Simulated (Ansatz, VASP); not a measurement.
# One calculation of Sr4SbO3, two programs

```
Sr Sb O
1.0
     5.77627    0.00000    0.00000
     0.00000    5.77627    0.00000
     0.00000    0.00000    5.77627
Sr Sb O
4 1 3
Direct
  0.50000 0.00000 0.00000
  0.50000 0.50000 0.50000
  0.00000 0.00000 0.50000
  0.00000 0.50000 0.00000
  0.00000 0.00000 0.00000
  0.00000 0.50000 0.50000
  0.50000 0.00000 0.50000
  0.50000 0.50000 0.00000
```

Change from the starting cell: species swapped into the Mg3CuO4 type (Pm-3m, No. 221).

Alike in both runs: functional PBE; k mesh 8 × 8 × 8; occupations gaussian, width 0.1 eV; no spin polarisation.

Ansatz relaxed the structure, and its values are those at the end. VASP's run is a single point on that final structure, the one shown.

```csv
,VASP,Ansatz
version,VASP 6.6.1,Ansatz 0.2.0
potentials or method,"VASP PAW PBE potentials, release 64 (Sr_sv, Sb, O), cutoff 520 eV","scalar-relativistic, plane waves, PAW"
valence electrons in the cell,63,73
```

```tsv
	VASP	Ansatz	Ansatz less VASP
gap on the k mesh at the Fermi level (eV)	none	none	-
pressure (GPa)	0.2	0.0	-0.15
```

A gap of «none» marks a metal or a gap that the smearing closes. The functional is the same, so the differences come from potentials, cutoffs and numerics. VASP's potentials hold 63 valence electrons a cell and Ansatz's 73, so a difference there can come from the potentials and not from the codes.

Spin-orbit coupling is off throughout.
